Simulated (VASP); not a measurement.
# Se in VASP: notebook

Runs on Se. Level: r2SCAN. Tasks: single point, relaxation of cell and atoms.

Program: VASP 6.6.1. These are calculated values, not measurements. Logs are shortened: lines on timing, memory, paths and dates and some standing lists are left out, and cuts for length are marked.

## Step 1: The cell of the first run

The structure is trigonal, space group R-3m (No. 166). The conventional cell has a = 4.001 Å, b = 4.001 Å, c = 4.817 Å, α = 90.00°, β = 90.00°, γ = 120.00°. Se (site symmetry -3m) has 6 Se at 2.81 Å within 3.7 Å.

## Step 2: Single point, r2SCAN

File POSCAR:

```
Se
1.0
    2.0004411501      1.1549552365      1.6057900815
   -2.0004411501      1.1549552365      1.6057900815
    0.0000000000     -2.3099104730      1.6057900815
Se
1
Direct
    0.0000000000      0.0000000000      0.0000000000
```

File INCAR.step1:

```
SYSTEM = Se
PREC     = Accurate       ! precision mode
ENCUT    = 520            ! plane-wave cutoff, eV
ISMEAR   = 0              ! smearing method
SIGMA    = 0.1            ! smearing width, eV
LREAL    = .False.        ! projectors in reciprocal space
LASPH    = .True.         ! aspherical terms in the spheres
NELM     = 100            ! most SCF steps
NBANDS   = 9              ! bands
GGA      = PE             ! functional
ALGO     = Normal         ! electronic algorithm
EDIFF    = 1E-4           ! SCF threshold, eV
LWAVE    = .True.         ! write WAVECAR
LCHARG   = .False.        ! write CHGCAR
```

File INCAR.step2:

```
SYSTEM = Se
PREC     = Accurate       ! precision mode
ENCUT    = 520            ! plane-wave cutoff, eV
EDIFF    = 1E-7           ! SCF threshold, eV
ISMEAR   = 0              ! smearing method
SIGMA    = 0.1            ! smearing width, eV
LREAL    = .False.        ! projectors in reciprocal space
LASPH    = .True.         ! aspherical terms in the spheres
NELM     = 100            ! most SCF steps
ALGO     = Normal         ! electronic algorithm
ISIF     = 2              ! what is computed and relaxed
LWAVE    = .False.        ! write WAVECAR
LCHARG   = .True.         ! write CHGCAR
METAGGA  = R2SCAN         ! meta-GGA
LMIXTAU  = .True.       
LELF     = .True.         ! ELF
LVHAR    = .True.       
NBANDS   = 9              ! bands
ISTART   = 1
```

File KPOINTS:

```
Automatic mesh
0
Gamma
  15 15 15
  0 0 0
```

Potentials or basis: VASP PAW PBE potentials, release 64 (Se).

Run with:

```bash
$ cat potpaw_PBE.64/Se/POTCAR > POTCAR
$ cp INCAR.step1 INCAR
$ mpirun -np 1 vasp_std > vasp.out
$ cp INCAR.step2 INCAR
$ mpirun -np 1 vasp_std > vasp.out
```

OUTCAR:

```text
SYSTEM = Se
   PREC = Accurate
   ENCUT = 520
   EDIFF = 1E-7
   ISMEAR = 0
   LREAL = .False.
   LASPH = .True.
   NELM = 100
   ISIF = 2
   METAGGA = R2SCAN
   ISTART = 1

 ion  position               nearest neighbor table
   1  0.000  0.000  0.000-

  LATTYP: Found a trigonal (rhomboedric) cell.
 ALAT       =     2.8132273600
 COS(alpha) =    -0.0112810982

  Lattice vectors:

 A1 = (   2.0004411501,   1.1549552365,   1.6057900815)
 A2 = (  -2.0004411501,   1.1549552365,   1.6057900815)
 A3 = (   0.0000000000,  -2.3099104730,   1.6057900815)

Analysis of symmetry for initial positions (statically):
=====================================================================
 Subroutine PRICEL returns:
 Original cell was already a primitive cell.

 Routine SETGRP: Setting up the symmetry group for a
 trigonal (rhombohedral) supercell.

 Subroutine GETGRP returns: Found 12 space group operations
 (whereof 12 operations were pure point group operations)
 out of a pool of 12 trial point group operations.

The static configuration has the point symmetry D_3d.

Analysis of symmetry for dynamics (positions and initial velocities):
=====================================================================
 Subroutine PRICEL returns:
 Original cell was already a primitive cell.

 Routine SETGRP: Setting up the symmetry group for a
 trigonal (rhombohedral) supercell.

 Subroutine GETGRP returns: Found 12 space group operations
 (whereof 12 operations were pure point group operations)
 out of a pool of 12 trial point group operations.

The dynamic configuration has the point symmetry D_3d.

 Subroutine INISYM returns: Found 12 space group operations
 (whereof 12 operations are pure point group operations),
 and found     1 'primitive' translations

----------------------------------------------------------------------------------------

                                     Primitive cell

  volume of cell :      22.2603

  direct lattice vectors                    reciprocal lattice vectors
     2.000441150  1.154955236  1.605790081     0.249944868  0.144305737  0.207582135
    -2.000441150  1.154955236  1.605790081    -0.249944868  0.144305737  0.207582135
     0.000000000 -2.309910473  1.605790081     0.000000000 -0.288611474  0.207582135

  length of vectors
     2.813227360  2.813227360  2.813227360     0.355509389  0.355509389  0.355509389

  position of ions in fractional coordinates (direct lattice)
     0.000000000  0.000000000  0.000000000

  ion indices of the primitive-cell ions
   primitive index   ion index
                 1           1

----------------------------------------------------------------------------------------

 KPOINTS: Automatic mesh

Automatic generation of k-mesh.
 Grid dimensions read from file:
 generate k-points for:   15   15   15

 Generating k-lattice:

  Cartesian coordinates                     Fractional coordinates (reciprocal lattice)
     0.016662991  0.009620382  0.013838809     0.066666667  0.000000000  0.000000000
    -0.016662991  0.009620382  0.013838809     0.000000000  0.066666667  0.000000000
     0.000000000 -0.019240765  0.013838809     0.000000000  0.000000000  0.066666667

  Length of vectors
     0.023700626  0.023700626  0.023700626

  Shift w.r.t. Gamma in fractional coordinates (k-lattice)
     0.000000000  0.000000000  0.000000000

 Subroutine IBZKPT returns following result:
 ===========================================

 Found    344 irreducible k-points:

 Following reciprocal coordinates:
            Coordinates               Weight
  0.000000  0.000000  0.000000      1.000000
  0.066667  0.000000  0.000000      6.000000
  0.133333  0.000000  0.000000      6.000000
  0.200000  0.000000  0.000000      6.000000
  0.266667  0.000000  0.000000      6.000000
  0.333333  0.000000 -0.000000      6.000000
[... 16 lines left out ...]
  0.133333  0.133333  0.000000      6.000000
  0.200000  0.133333  0.000000     12.000000
 [... further k-points ...]
   k-points           NKPTS =    344   k-points in BZ     NKDIM =    344   number of bands    NBANDS=      9
   number of dos      NEDOS =    301   number of ions     NIONS =      1
   total plane-waves  NPLWV =  13824
   dimension x,y,z NGX =    24 NGY =   24 NGZ =   24
   dimension x,y,z NGXF=    48 NGYF=   48 NGZF=   48
   ions per type =               1
   NGX,Y,Z   is equivalent  to a cutoff of  14.18, 14.18, 14.18 a.u.
   NGXF,Y,Z  is equivalent  to a cutoff of  28.37, 28.37, 28.37 a.u.
 SYSTEM =  Se
   PREC   = accura    normal or accurate (medium, high low for compatibility)
   ISTART =      1    job   : 0-new  1-cont  2-samecut
   ICHARG =      0    charge: 1-file 2-atom 10-const
   ISPIN  =      1    spin polarized calculation?
   LNONCOLLINEAR =      F non collinear calculations
   LSORBIT =      F    spin-orbit coupling
   LASPH  =      T    aspherical Exc in radial PAW
   ENCUT  =  520.0 eV  38.22 Ry    6.18 a.u.   5.23  5.23  5.23*2*pi/ulx,y,z
   NELM   =    100;   NELMIN=  2; NELMDL=  0     # of ELM steps
   EDIFF  = 0.1E-06   stopping-criterion for ELM
   LREAL  =      F    real-space projection
   EDIFFG = 0.1E-05   stopping-criterion for IOM
   NSW    =      0    number of steps for IOM
   IBRION =     -1    ionic relax: 0-MD 1-quasi-New 2-CG
   NFREE  =      0    steps in history (QN), initial steepest desc. (CG)
   ISIF   =      2    stress and relaxation
   ISYM   =      2    0-nonsym 1-usesym 2-fastsym
   POTIM  = 0.5000    time-step for ionic-motion
   TEBEG  =    0.0;   TEEND  =   0.0 temperature during run
   PSTRESS=    0.0 pullay stress
   NELECT =       6.0000    total number of electrons
   NUPDOWN=      -1.0000    fix difference up-down
   EMIN   =  10.00;   EMAX   =-10.00  energy-range for DOS
   EFERMI =   0.00;   METHOD = LEGACY
   ISMEAR =     0;   SIGMA  =   0.10  broadening in eV -4-tet -1-fermi 0-gaus
   EFERMI_NEDOS =   21; number of points for ismear=-14 and -15
   IALGO  =     38    algorithm
   IMIX   =      4    mixing-type and parameters
     AMIX     =   0.40;   BMIX     =  1.00
     AMIX_MAG =   1.60;   BMIX_MAG =  1.00
  volume/ion in A,a.u.               =      22.26       150.22
  Fermi-wavevector in a.u.,A,eV,Ry     =   1.057503  1.998391 15.215566  1.118313
  Thomas-Fermi vector in A             =   2.192778
   LORBIT       =      0    0 simple, 1 ext, 2 COOP (PROOUT), +10 PAW based schemes
   METAGGA = R2SCAN    functional components
   LHFCALC =     F    Hartree Fock is set to
   AEXX    =    0.0000 exact exchange contribution
   IVDW    =     0    specifies the selected vdW correction
   LEPSILON=     F    determine dielectric tensor
   LRPA    =     F    only Hartree local field effects (RPA)
 non-spin polarized calculation
 Gauss-broadening in eV      SIGMA  =   0.10
  energy-cutoff  :      520.00
  volume of cell :       22.26
 maximum number of plane-waves:       617
 NGX is ok and might be reduce to    24
   NGX = 11   NGY = 11   NGZ = 11

 number of electron       5.9999999 magnetization

 Free energy of the ion-electron system (eV)
  ---------------------------------------------------
  ext. energy  EPLUGINS =         0.00000000
  ---------------------------------------------------
  free energy    TOTEN  =       -14.06001782 eV

  energy without entropy =      -14.05765005  energy(sigma->0) =      -14.05883394

 E-fermi :   4.6897     XC(G=0): -10.5112

 val. band max:        4.6887300404   @ k =  -0.2000   0.1333   0.1333
 cond. band min:       4.7169412785   @ k =   0.2667   0.1333   0.0667
 fundamental gap:      0.0282112381
 Fermi energy:         4.6897090850

 k-point     1 :       0.0000    0.0000    0.0000
  band No.  band energies     occupation
      1     -12.2144      2.00000
      2       6.0888      0.00000
      3       6.1895      0.00000
      4       6.1895      0.00000
      5      12.8649      0.00000
      6      12.8649      0.00000
      7      13.4666      0.00000
      8      27.9606      0.00000
      9      28.0389      0.00000

 k-point     2 :       0.0667    0.0000    0.0000
  band No.  band energies     occupation
      1     -12.1468      2.00000
      2       5.4210      0.00000
      3       6.1783      0.00000
      4       6.2428      0.00000
      5      12.9311      0.00000
      6      13.2607      0.00000
      7      14.0237      0.00000
      8      26.7373      0.00000
      9      26.7842      0.00000

 k-point     3 :       0.1333    0.0000    0.0000
  band No.  band energies     occupation
      1     -11.9473      2.00000
      2       3.8602      2.00000
      3       6.3316      0.00000
      4       6.3980      0.00000
      5      13.1266      0.00000
      6      13.5784      0.00000
      7      15.9074      0.00000
      8      24.8957      0.00000
      9      24.9491      0.00000

 k-point     4 :       0.2000    0.0000    0.0000
  band No.  band energies     occupation
      1     -11.6273      2.00000
      2       2.1314      2.00000
      3       6.5734      0.00000
      4       6.6401      0.00000
      5      13.4405      0.00000
      6      13.9873      0.00000
      7      18.1674      0.00000
      8      23.1498      0.00000
      9      23.2029      0.00000
[... 205 lines left out ...]
 k-point    22 :      -0.0667    0.0667    0.0000
  band No.  band energies     occupation
      1     -12.0804      2.00000
      2       5.4293      0.00000
      3       5.5502      0.00000
      4       6.2641      0.00000
      5      13.1480      0.00000
      6      13.8496      0.00000
      7      14.1948      0.00000
      8      25.4297      0.00000
      9      26.5619      0.00000

 k-point    23 :       0.1333    0.1333    0.0000
  band No.  band energies     occupation
      1     -11.6759      2.00000
      2       4.0190      2.00000
      3       4.1129      2.00000
      4       6.5749      0.00000
      5      13.6390      0.00000
      6      16.0905      0.00000
      7      16.2057      0.00000
      8      22.4123      0.00000
      9      24.7057      0.00000

 k-point    24 :       0.2000    0.1333    0.0000
  band No.  band energies     occupation
      1     -11.3540      2.00000
      2       2.3436      2.00000
      3       4.3307      2.00000
      4       6.8160      0.00000
      5      13.9914      0.00000
      6      16.3185      0.00000
      7      18.1859      0.00000
      8      21.1155      0.00000
      9      23.3345      0.00000

 [... further k-points ...]

------------------------ aborting loop because EDIFF is reached ----------------------------------------

  FORCE on cell =-STRESS in cart. coord.  units (eV):
  Direction    XX          YY          ZZ          XY          YZ          ZX
  --------------------------------------------------------------------------------------
  -------------------------------------------------------------------------------------
  Total       -0.0134398     -0.0134398     -0.0080496      0.0000000      0.0000000     -0.0000000
  in kB       -0.9673231     -0.9673231     -0.5793706      0.0000000      0.0000000     -0.0000000
  external PRESSURE =      -0.8380056 kB  Pullay stress =       0.0000000 kB

 VOLUME and BASIS-vectors are now :
 -----------------------------------------------------------------------------
  energy-cutoff  :      520.00
  volume of cell :       22.26
      direct lattice vectors                 reciprocal lattice vectors
     2.000441150  1.154955236  1.605790081     0.249944868  0.144305737  0.207582135
    -2.000441150  1.154955236  1.605790081    -0.249944868  0.144305737  0.207582135
     0.000000000 -2.309910473  1.605790081     0.000000000 -0.288611474  0.207582135

 POSITION                                       TOTAL-FORCE (eV/Angst)
 -----------------------------------------------------------------------------------
      0.00000      0.00000      0.00000         0.000000     -0.000000      0.000000
 -----------------------------------------------------------------------------------
    total drift:                                0.000000      0.000000      0.000000

  FREE ENERGIE OF THE ION-ELECTRON SYSTEM (eV)
  ---------------------------------------------------
  free  energy   TOTEN  =       -14.0600178214 eV

  energy  without entropy=      -14.0576500519  energy(sigma->0) =      -14.05883394
```

Wall time 57 s (1 thread of Intel Xeon 6975P-C (Granite Rapids), shared host); peak memory 0.2 GiB.

Results:

- Free energy: -14.0600 eV
- Pressure: -0.1 GPa
- Band gap on the k mesh: zero (band 3 reaches 7.62 eV, above the bottom of band 4 at 1.19 eV)

Levels at points of the mesh, in eV from the Fermi level:
```
           k point  band 1  band 2  band 3  band 4  band 5  band 6
(0.00, 0.00, 0.00)  -16.90    1.40    1.50    1.50    8.18    8.18
```

Caveat: the PAW data sets were made with another functional, which shifts forces and pressure a little.

## Step 3: Relaxation of cell and atoms, r2SCAN

This run uses another cell than the first one, of 22.37 Å³/atom, 1.005 times its volume.

File POSCAR:

```
Se
1.0
    2.0235598152      1.1683028040      1.5771990321
   -2.0235598152      1.1683028040      1.5771990321
    0.0000000000     -2.3366056080      1.5771990321
Se
1
Direct
    0.0000000000      0.0000000000      0.0000000000
```

File INCAR.step1:

```
SYSTEM = Se
PREC = Accurate ; ENCUT = 600
ISMEAR = 0 ; SIGMA = 0.1
LREAL = .False. ; LASPH = .True.
NELM = 100 ; GGA = PE
ALGO = Normal ; EDIFF = 1E-4
LWAVE = .True. ; LCHARG = .False.
```

File INCAR.step2:

```
SYSTEM = Se
PREC = Accurate ; ENCUT = 600
EDIFF = 1E-6 ; ISMEAR = 0
SIGMA = 0.1 ; LREAL = .False.
LASPH = .True. ; NELM = 100
ALGO = Normal ; ISIF = 3
LWAVE = .False. ; LCHARG = .False.
METAGGA = R2SCAN ; LMIXTAU = .True.
IBRION = 2 ; NSW = 100
EDIFFG = -0.005 ; ISTART = 1
```

File KPOINTS:

```
regular mesh
0
Gamma
  15 15 15
  0 0 0
```

Potentials or basis: VASP PAW PBE potentials, release 64 (Se).

Run with:

```bash
$ cat potpaw_PBE.64/Se/POTCAR > POTCAR
$ cp INCAR.step1 INCAR
$ mpirun -np 1 vasp_std > vasp.out
$ cp INCAR.step2 INCAR
$ mpirun -np 1 vasp_std > vasp.out
```

Run time: 3.1 min. Hardware: 1 thread of Intel Xeon 6975P-C (Granite Rapids), shared host; peak memory 0.2 GiB.

Results (log left out):

| Property | Result |
| --- | --- |
| Free energy | -14.0606 eV |
| Relaxed volume | 22.23 Å³/atom |
| Relaxed cell | a = 2.812 Å, b = 2.812 Å, c = 2.812 Å, α = 90.64°, β = 90.64°, γ = 90.64° |
| Space group after relaxing (to 0.05 Å) | R-3m (No. 166) |
| Energy gained by relaxing | 1.3 meV/atom |
| Ionic steps | 6 |
| Pressure after relaxing | 0.0 GPa |
| Band gap on the k mesh | zero (band 3 reaches 7.64 eV, above the bottom of band 4 at 1.20 eV) |

Step by step:
```
step  energy change (eV)  largest force (eV/Å)  pressure (GPa)  volume (Å³)
   1              0.0000                0.0000           -0.58        22.37
   2             -0.0006                0.0000            0.34        22.11
   3             -0.0006                0.0000            0.18        22.15
   4             -0.0009                0.0000            0.16        22.17
   5             -0.0013                0.0000            0.03        22.22
   6             -0.0013                0.0000            0.00        22.23
```

Final structure:
```
Se
1.0
     1.99958    1.15446    1.60525
    -1.99958    1.15446    1.60525
     0.00000   -2.30892    1.60525
Se
1
Direct
  0.00000 0.00000 0.00000
```

Levels at points of the mesh, in eV from the Fermi level:
| k point | band 1 | band 2 | band 3 | band 4 | band 5 | band 6 | band 7 |
| --- | --- | --- | --- | --- | --- | --- | --- |
| (0.00, 0.00, 0.00) | -16.92 | 1.40 | 1.50 | 1.50 | 8.17 | 8.17 | 8.78 |

Caveat: the PAW data sets were made with another functional, which shifts forces and pressure a little.

(Part 1 of 2 ends here.)
